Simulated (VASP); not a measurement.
# ZnSe (F-43m) in VASP: further runs

The runs below take ZnSe through single point, with HSE06.

All numbers are computed with VASP 6.6.1; they aren't measurements. Logs are shortened: lines on timing, memory, paths and dates and some standing lists are left out, and cuts for length are marked.

## (1) The cell of the first run

Symmetry: F-43m, No. 216, cubic system. Conventional cell: a = 5.591 Å, b = 5.591 Å, c = 5.591 Å, α = 90.00°, β = 90.00°, γ = 90.00°. Within 3.2 Å of Se (site symmetry -43m) lie 4 Zn at 2.42 Å. Zn (site symmetry -43m) has 4 Se at 2.42 Å within 3.2 Å.

## (2) Single point, HSE06

Input file POSCAR:

```
ZnSe
1.0
    0.0000000000      2.7955007105      2.7955007105
    2.7955007105      0.0000000000      2.7955007105
    2.7955007105      2.7955007105      0.0000000000
Se Zn
1 1
Direct
    0.7500000000      0.7500000000      0.7500000000
    0.0000000000      0.0000000000      0.0000000000
```

Input file INCAR.step1:

```
SYSTEM = ZnSe
PREC = Accurate ; ENCUT = 520
EDIFF = 1E-5 ; ISMEAR = -1
SIGMA = 0.05 ; LREAL = .False.
LASPH = .True. ; NELM = 80
ALGO = Normal ; ISIF = 2
LWAVE = .True. ; LCHARG = .False.
GGA = PE ; NBANDS = 16
```

Input file INCAR.step2:

```
SYSTEM = ZnSe
PREC = Accurate ; ENCUT = 520
EDIFF = 1E-7 ; ISMEAR = -1
SIGMA = 0.05 ; LREAL = .False.
LASPH = .True. ; NELM = 80
ALGO = Normal ; ISIF = 2
LWAVE = .False. ; LCHARG = .False.
GGA = PE ; LHFCALC = .True.
HFSCREEN = 0.2079 ; PRECFOCK = Normal
ISTART = 1 ; NBANDS = 16
```

Input file KPOINTS:

```
Automatic mesh
0
Gamma
  4 4 4
  0 0 0
```

Potentials or basis: VASP PAW PBE potentials, release 64 (Se, Zn).

On the command line:

```
$ cat potpaw_PBE.64/Se/POTCAR potpaw_PBE.64/Zn/POTCAR > POTCAR
$ cp INCAR.step1 INCAR
$ mpirun -np 1 vasp_std > vasp.out
$ cp INCAR.step2 INCAR
$ mpirun -np 1 vasp_std > vasp.out
```

OUTCAR:

```text
SYSTEM = ZnSe
   PREC = Accurate
   ENCUT = 520
   EDIFF = 1E-7
   ISMEAR = -1
   LREAL = .False.
   LASPH = .True.
   NELM = 80
   ISIF = 2
   GGA = PE
   LHFCALC = .True.
   HFSCREEN = 0.2079
   PRECFOCK = Normal
   ISTART = 1

 ion  position               nearest neighbor table
   1  0.750  0.750  0.750-   2 2.42   2 2.42   2 2.42   2 2.42
   2  0.000  0.000  0.000-   1 2.42   1 2.42   1 2.42   1 2.42

  LATTYP: Found a face centered cubic cell.
 ALAT       =     5.5910014210

  Lattice vectors:

 A1 = (   0.0000000000,   2.7955007105,   2.7955007105)
 A2 = (   2.7955007105,   0.0000000000,   2.7955007105)
 A3 = (   2.7955007105,   2.7955007105,   0.0000000000)

Analysis of symmetry for initial positions (statically):
=====================================================================
 Subroutine PRICEL returns:
 Original cell was already a primitive cell.

 Routine SETGRP: Setting up the symmetry group for a
 face centered cubic supercell.

 Subroutine GETGRP returns: Found 24 space group operations
 (whereof 24 operations were pure point group operations)
 out of a pool of 48 trial point group operations.

The static configuration has the point symmetry T_d .

Analysis of symmetry for dynamics (positions and initial velocities):
=====================================================================
 Subroutine PRICEL returns:
 Original cell was already a primitive cell.

 Routine SETGRP: Setting up the symmetry group for a
 face centered cubic supercell.

 Subroutine GETGRP returns: Found 24 space group operations
 (whereof 24 operations were pure point group operations)
 out of a pool of 48 trial point group operations.

The dynamic configuration has the point symmetry T_d .

 Subroutine INISYM returns: Found 24 space group operations
 (whereof 24 operations are pure point group operations),
 and found     1 'primitive' translations

----------------------------------------------------------------------------------------

                                     Primitive cell

  volume of cell :      43.6927

  direct lattice vectors                    reciprocal lattice vectors
     0.000000000  2.795500710  2.795500710    -0.178858835  0.178858835  0.178858835
     2.795500710  0.000000000  2.795500710     0.178858835 -0.178858835  0.178858835
     2.795500710  2.795500710  0.000000000     0.178858835  0.178858835 -0.178858835

  length of vectors
     3.953435018  3.953435018  3.953435018     0.309792589  0.309792589  0.309792589

  position of ions in fractional coordinates (direct lattice)
     0.750000000  0.750000000  0.750000000
     0.000000000  0.000000000  0.000000000

  ion indices of the primitive-cell ions
   primitive index   ion index
                 1           1
                 2           2

----------------------------------------------------------------------------------------

 KPOINTS: Automatic mesh

Automatic generation of k-mesh.
 Grid dimensions read from file:
 generate k-points for:    4    4    4

 Generating k-lattice:

  Cartesian coordinates                     Fractional coordinates (reciprocal lattice)
    -0.044714709  0.044714709  0.044714709     0.250000000  0.000000000  0.000000000
     0.044714709 -0.044714709  0.044714709     0.000000000  0.250000000  0.000000000
     0.044714709  0.044714709 -0.044714709     0.000000000  0.000000000  0.250000000

  Length of vectors
     0.077448147  0.077448147  0.077448147

  Shift w.r.t. Gamma in fractional coordinates (k-lattice)
     0.000000000  0.000000000  0.000000000

 Subroutine IBZKPT returns following result:
 ===========================================

 Found      8 irreducible k-points:

 Following reciprocal coordinates:
            Coordinates               Weight
  0.000000  0.000000  0.000000      1.000000
  0.250000  0.000000  0.000000      8.000000
  0.500000  0.000000  0.000000      4.000000
  0.250000  0.250000  0.000000      6.000000
  0.500000  0.250000  0.000000     24.000000
 -0.250000  0.250000  0.000000     12.000000
  0.500000  0.500000  0.000000      3.000000
 -0.250000  0.500000  0.250000      6.000000
   k-points           NKPTS =      8   k-points in BZ     NKDIM =     64   number of bands    NBANDS=     16
   number of dos      NEDOS =    301   number of ions     NIONS =      2
   total plane-waves  NPLWV =  27000
   dimension x,y,z NGX =    30 NGY =   30 NGZ =   30
   dimension x,y,z NGXF=    60 NGYF=   60 NGZF=   60
   ions per type =               1   1
   NGX,Y,Z   is equivalent  to a cutoff of  12.62, 12.62, 12.62 a.u.
   NGXF,Y,Z  is equivalent  to a cutoff of  25.23, 25.23, 25.23 a.u.
 SYSTEM =  ZnSe
   PREC   = accura    normal or accurate (medium, high low for compatibility)
   ISTART =      1    job   : 0-new  1-cont  2-samecut
   ICHARG =      0    charge: 1-file 2-atom 10-const
   ISPIN  =      1    spin polarized calculation?
   LNONCOLLINEAR =      F non collinear calculations
   LSORBIT =      F    spin-orbit coupling
   LASPH  =      T    aspherical Exc in radial PAW
   ENCUT  =  520.0 eV  38.22 Ry    6.18 a.u.   7.35  7.35  7.35*2*pi/ulx,y,z
   NELM   =     80;   NELMIN=  2; NELMDL=  0     # of ELM steps
   EDIFF  = 0.1E-06   stopping-criterion for ELM
   LREAL  =      F    real-space projection
   EDIFFG = 0.1E-05   stopping-criterion for IOM
   NSW    =      0    number of steps for IOM
   IBRION =     -1    ionic relax: 0-MD 1-quasi-New 2-CG
   NFREE  =      0    steps in history (QN), initial steepest desc. (CG)
   ISIF   =      2    stress and relaxation
   ISYM   =      3    0-nonsym 1-usesym 2-fastsym
   POTIM  = 0.5000    time-step for ionic-motion
   TEBEG  =    0.0;   TEEND  =   0.0 temperature during run
   PSTRESS=    0.0 pullay stress
   NELECT =      18.0000    total number of electrons
   NUPDOWN=      -1.0000    fix difference up-down
   EMIN   =  10.00;   EMAX   =-10.00  energy-range for DOS
   EFERMI =   0.00;   METHOD = LEGACY
   ISMEAR =    -1;   SIGMA  =   0.05  broadening in eV -4-tet -1-fermi 0-gaus
   EFERMI_NEDOS =   21; number of points for ismear=-14 and -15
   IALGO  =     38    algorithm
   IMIX   =      1    mixing-type and parameters
     AMIX     =   0.40;   BMIX     =  1.00
     AMIX_MAG =   1.60;   BMIX_MAG =  1.00
  volume/ion in A,a.u.               =      21.85       147.43
  Fermi-wavevector in a.u.,A,eV,Ry     =   1.218137  2.301945 20.189103  1.483857
  Thomas-Fermi vector in A             =   2.353433
   LORBIT       =      0    0 simple, 1 ext, 2 COOP (PROOUT), +10 PAW based schemes
   GGA     = PE    functional components
   LHFCALC =     T    Hartree Fock is set to
   PRECFOCK=normal    Normal, Fast or Accurate (Low or Medium for compatibility)
   ENCUT4O =  -1.0   cutoff for four orbital integrals eV
   NKREDX  =     1    reduce k-point grid by
   NKREDY  =     1    reduce k-point grid by
   NKREDZ  =     1    reduce k-point grid by
   AEXX    =    0.2500 exact exchange contribution
   HFSCREEN=    0.2079 screening length (either q_TF or 0.3 A-1)
   HFSCREENC=   0.2079 screening length for correlation (either q_TF or 0.3 A-1)
   ENCUTFOCK=  -1.0 apply spherical cutoff to Coloumb kernel
   IVDW    =     0    specifies the selected vdW correction
   LEPSILON=     F    determine dielectric tensor
   LRPA    =     F    only Hartree local field effects (RPA)
 non-spin polarized calculation
  energy-cutoff  :      520.00
  volume of cell :       43.69
 maximum number of plane-waves:      1243
 NGX is ok and might be reduce to    30
  NGX = 24; NGY = 24; NGZ = 24

 number of electron      17.9999985 magnetization

 Free energy of the ion-electron system (eV)
  ---------------------------------------------------
  ext. energy  EPLUGINS =         0.00000000
  ---------------------------------------------------
  free energy    TOTEN  =        -7.34243434 eV

  energy without entropy =       -7.34243434  energy(sigma->0) =       -7.34243434

 E-fermi :   2.4564     XC(G=0):  -7.8735

 val. band max:        1.3230444386   @ k =   0.0000   0.0000   0.0000
 cond. band min:       3.9391019628   @ k =   0.0000   0.0000   0.0000
 fundamental gap:      2.6160575242
 Fermi energy:         2.4563928718

 k-point     1 :       0.0000    0.0000    0.0000
  band No.  band energies     occupation
      1     -13.3214      2.00000
      2      -6.9995      2.00000
      3      -6.9995      2.00000
      4      -6.9995      2.00000
      5      -6.6349      2.00000
      6      -6.6349      2.00000
[... 8 lines left out ...]
     15      14.1229      0.00000
     16      14.1229      0.00000

 k-point     2 :       0.2500    0.0000    0.0000
  band No.  band energies     occupation
      1     -12.8919      2.00000
      2      -6.9483      2.00000
      3      -6.9483      2.00000
      4      -6.8880      2.00000
      5      -6.6355      2.00000
      6      -6.6355      2.00000
[... 8 lines left out ...]
     15      13.0075      0.00000
     16      13.3416      0.00000

 k-point     3 :       0.5000    0.0000    0.0000
  band No.  band energies     occupation
      1     -12.3842      2.00000
      2      -6.9108      2.00000
      3      -6.9108      2.00000
      4      -6.6191      2.00000
      5      -6.6191      2.00000
      6      -6.4319      2.00000
[... 8 lines left out ...]
     15      16.0227      0.00000
     16      16.0227      0.00000

 k-point     4 :       0.2500    0.2500    0.0000
  band No.  band energies     occupation
      1     -12.7479      2.00000
      2      -6.9494      2.00000
      3      -6.8885      2.00000
      4      -6.8885      2.00000
      5      -6.6562      2.00000
      6      -6.6112      2.00000
[... 8 lines left out ...]
     15      15.0532      0.00000
     16      16.9181      0.00000

 k-point     5 :       0.5000    0.2500    0.0000
  band No.  band energies     occupation
      1     -12.2377      2.00000
      2      -6.8879      2.00000
      3      -6.8308      2.00000
      4      -6.7201      2.00000
      5      -6.6096      2.00000
      6      -6.4248      2.00000
[... 8 lines left out ...]
     15      16.1885      0.00000
     16      17.1040      0.00000

 k-point     6 :      -0.2500    0.2500    0.0000
  band No.  band energies     occupation
      1     -12.4087      2.00000
      2      -6.8930      2.00000
      3      -6.8821      2.00000
      4      -6.6918      2.00000
      5      -6.6481      2.00000
      6      -6.5450      2.00000
[... 8 lines left out ...]
     15      14.9911      0.00000
     16      17.1590      0.00000

 k-point     7 :       0.5000    0.5000    0.0000
  band No.  band energies     occupation
      1     -12.0686      2.00000
      2      -6.8844      2.00000
      3      -6.7528      2.00000
      4      -6.7528      2.00000
      5      -6.5875      2.00000
      6      -6.3839      2.00000
[... 8 lines left out ...]
     15      16.7713      0.00000
     16      17.3348      0.00000

 k-point     8 :      -0.2500    0.5000    0.2500
  band No.  band energies     occupation
      1     -12.0641      2.00000
      2      -6.8546      2.00000
      3      -6.8067      2.00000
      4      -6.6736      2.00000
      5      -6.6489      2.00000
      6      -6.2562      2.00000
[... 8 lines left out ...]
     15      16.8442      0.00000
     16      17.0295      0.00000

------------------------ aborting loop because EDIFF is reached ----------------------------------------

  FORCE on cell =-STRESS in cart. coord.  units (eV):
  Direction    XX          YY          ZZ          XY          YZ          ZX
  --------------------------------------------------------------------------------------
  -------------------------------------------------------------------------------------
  Total        1.2338437      1.2338437      1.2338437      0.0000000      0.0000000      0.0000000
  in kB       45.2440960     45.2440960     45.2440960      0.0000000      0.0000000      0.0000000
  external PRESSURE =      45.2440960 kB  Pullay stress =       0.0000000 kB

 VOLUME and BASIS-vectors are now :
 -----------------------------------------------------------------------------
  energy-cutoff  :      520.00
  volume of cell :       43.69
      direct lattice vectors                 reciprocal lattice vectors
     0.000000000  2.795500710  2.795500710    -0.178858835  0.178858835  0.178858835
     2.795500710  0.000000000  2.795500710     0.178858835 -0.178858835  0.178858835
     2.795500710  2.795500710  0.000000000     0.178858835  0.178858835 -0.178858835

 POSITION                                       TOTAL-FORCE (eV/Angst)
 -----------------------------------------------------------------------------------
      4.19325      4.19325      4.19325         0.000000      0.000000      0.000000
      0.00000      0.00000      0.00000        -0.000000     -0.000000     -0.000000
 -----------------------------------------------------------------------------------
    total drift:                               -0.000027     -0.000031     -0.000016

  FREE ENERGIE OF THE ION-ELECTRON SYSTEM (eV)
  ---------------------------------------------------
  free  energy   TOTEN  =        -7.3424343379 eV

  energy  without entropy=       -7.3424343379  energy(sigma->0) =       -7.34243434
```

It took 19 min on 1 thread of AMD EPYC 7R43 (Zen 3), shared host; peak memory 0.24 GiB.

Results:

* Free energy: -7.3424 eV
* Pressure: 4.5 GPa
* Band gap on the k mesh: 2.62 eV

Caveat: the k points lie up to 0.49 Å⁻¹ apart; the PAW data sets were made with another functional, which shifts forces and pressure a little.

[end of part 1 of 2]
